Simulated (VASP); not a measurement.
Input of a VASP 6.6.1 run:

File INCAR:

```
SYSTEM = TiO2
PREC     = Accurate       ! precision mode
ENCUT    = 520            ! plane-wave cutoff, eV
EDIFF    = 1E-6           ! SCF threshold, eV
ISMEAR   = -1             ! smearing method
SIGMA    = 0.05           ! smearing width, eV
LREAL    = .False.        ! projectors in reciprocal space
LASPH    = .True.         ! aspherical terms in the spheres
NELM     = 80             ! most SCF steps
ALGO     = Normal         ! electronic algorithm
ISIF     = 2              ! what is computed and relaxed
LWAVE    = .False.        ! write WAVECAR
LCHARG   = .True.         ! write CHGCAR
GGA      = PE             ! functional
LELF     = .True.         ! ELF
LVHAR    = .True.       
NBANDS   = 60             ! bands
```

KPOINTS

```
regular mesh
0
Gamma
  9 9 3
  0 0 0
```

File POSCAR:

```
TiO2
1.0
    1.4703423710     -4.7763857915      0.0000000000
    1.4703423710      4.7763857915      0.0000000000
    0.0000000000      0.0000000000     10.2279384738
Ti O
4 8
Direct
    0.8668530827      0.1331469173      0.5838836669
    0.1331469173      0.8668530827      0.4161163331
    0.8668530827      0.1331469173      0.9161163331
    0.1331469173      0.8668530827      0.0838836669
    0.5000000000      0.5000000000      0.5000000000
    0.5000000000      0.5000000000      0.0000000000
    0.9351334313      0.0648665687      0.7500000000
    0.0648665687      0.9351334313      0.2500000000
    0.7543399326      0.2456600674      0.1030565060
    0.2456600674      0.7543399326      0.8969434940
    0.2456600674      0.7543399326      0.6030565060
    0.7543399326      0.2456600674      0.3969434940
```

Potentials or basis: VASP PAW PBE potentials, release 64 (Ti_sv, O).

Run with:

```bash
$ cat potpaw_PBE.64/Ti_sv/POTCAR potpaw_PBE.64/O/POTCAR > POTCAR
$ mpirun -np 1 vasp_std > vasp.out
```

Task: What does it give for the band gap on the k mesh?

Result: 2.63 eV, indirect (least direct gap 2.72 eV).

Task: Estimate the largest force.

Result: 0.094 eV/Å.

Task: Predict the pressure.

Result: 0.7 GPa.

Forces on the atoms (eV/Å):
```
Ti   0.000 -0.058 -0.074
Ti   0.000  0.058  0.074
Ti   0.000 -0.058  0.074
Ti   0.000  0.058 -0.074
O    0.000  0.000  0.000
O    0.000  0.000  0.000
O    0.000 -0.055  0.000
O    0.000  0.055  0.000
O    0.000 -0.081  0.025
O    0.000  0.081 -0.025
O    0.000  0.081  0.025
O    0.000 -0.081 -0.025
```

A k mesh can miss the band edges. A hybrid or GW would open this gap; PBE tends to underestimate it.
